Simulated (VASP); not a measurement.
Set up this calculation in VASP 6.6.1, as the native input.

* Task: single point
* Functional: PBE
* Dispersion: D3(BJ)
* Potentials or basis: VASP PAW PBE potentials, release 64 (Si, O)
* Cutoff: 520 eV
* k mesh: 12 × 12 × 1
* Occupations: gaussian, width 0.02 eV
* Spin: no spin polarisation
* Dipole correction: yes
* Further INCAR settings: ALGO = Normal; EDIFF = 1e-06; NBANDS = 25

The structure of SiO2 lies in POSCAR:

```
SiO2
1.0
    2.6862268970     -0.0669250811      0.0000000000
   -1.2852980399      2.3597251656      0.0000000000
    0.0000000000      0.0000000000     37.2231571600
Si O
2 4
Direct
    0.5000003248      0.4999996752      0.2159173811
    0.5000003248      0.4999996752      0.3482475529
    0.1666421637      0.8333578363      0.2405454380
    0.8333575115      0.1666424885      0.1912588424
    0.8333575115      0.1666424885      0.3729060915
    0.1666421637      0.8333578363      0.3236194959
```

These files were run (other wordings do the same):

INCAR

```
SYSTEM = SiO2
ALGO = Normal
DIPOL = 0.5 0.5 0.282
EDIFF = 1E-6
ENCUT = 520
GGA = PE
IDIPOL = 3
ISIF = 2
ISMEAR = 0
IVDW = 12
LASPH = .TRUE.
LCHARG = .FALSE.
LDIPOL = .TRUE.
LREAL = .FALSE.
LWAVE = .FALSE.
NBANDS = 25
NELM = 100
PREC = Accurate
SIGMA = 0.02
```

KPOINTS

```
k-points
0
G
  12 12 1
  0 0 0
```

Potentials or basis: VASP PAW PBE potentials, release 64 (Si, O).

Run with:

```bash
$ cat potpaw_PBE.64/Si/POTCAR potpaw_PBE.64/O/POTCAR > POTCAR
$ mpirun -np 1 vasp_std > vasp.out
```

Results of the run:

| Item | Value |
| --- | --- |
| Largest force | 0.012 eV/Å |
| Band gap on the k mesh | 6.44 eV (least direct gap 6.93 eV) |
| Dispersion energy per atom | -0.150 eV |

Run time: 3.6 min on 1 thread of Intel(R) Xeon(R) 6975P-C (Granite Rapids) (shared host), peak memory 0.44 GiB.
